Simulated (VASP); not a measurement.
Here is a VASP 6.6.1 calculation.

The input INCAR:

```
ALGO = Normal ; DIPOL = 0.5 0.5 0.292
EDIFF = 1E-7 ; ENCUT = 520
IDIPOL = 3 ; ISIF = 2
ISMEAR = 0 ; LASPH = T
LCHARG = F ; LDIPOL = T
LREAL = Auto ; LWAVE = F
NBANDS = 68 ; NELM = 100
PREC = Accurate ; SIGMA = 0.05
```

KPOINTS

```
k-points
0
Gamma
  6 4 1
```

POSCAR

```
HC12
1.0
    4.8892663280      0.0000000000      0.0000000000
   -2.4446331640      6.7739291692      0.0000000000
    0.0000000000      0.0000000000     22.7684096771
C H
24 2
Direct
    0.4020794403      0.3041588806      0.1756820110
    0.4020794403      0.8041588805      0.1756820110
    0.9020794403      0.3041588806      0.1756820110
    0.9020794403      0.8041588805      0.1756820110
    0.1630408159      0.3260816317      0.2059829668
    0.1630408159      0.8260816317      0.2059829668
    0.6630408159      0.3260816317      0.2059829668
    0.6630408159      0.8260816317      0.2059829668
    0.1846395683      0.3692791367      0.2666259491
    0.1846395683      0.8692791367      0.2666259491
    0.6846395683      0.3692791367      0.2666259491
    0.6846395683      0.8692791367      0.2666259491
    0.4461625696      0.3923265051      0.2960492075
    0.4461625696      0.8923265051      0.2960492075
    0.9461625696      0.3923265051      0.2960492075
    0.9461625696      0.8923265051      0.2960492075
    0.4715644646      0.4431294558      0.3591099590
    0.4715644646      0.9431294558      0.3591099590
    0.9715644646      0.4431294558      0.3591099590
    0.9715644646      0.9431294558      0.3591099590
    0.2327030006      0.4654044969      0.3851129614
    0.2327030006      0.9654044969      0.3851129614
    0.7327030006      0.4654044969      0.3851129614
    0.7327030006      0.9654044969      0.3851129614
    0.2327030006      0.9015988039      0.4189317485
    0.2327030006      1.0292101898      0.4189317485
```

Potentials or basis: VASP PAW LDA potentials, release 64 (C, H).

Launch:

```bash
$ cat potpaw_LDA.64/C/POTCAR potpaw_LDA.64/H/POTCAR > POTCAR
$ mpirun -np 1 vasp_std > vasp.out
```

(1) Estimate the band gap on the k mesh.

(2) Predict the largest force.

## Answers

(1) zero (bands 49 and 50 overlap by 0.02 eV).

(2) 15.517 eV/Å.
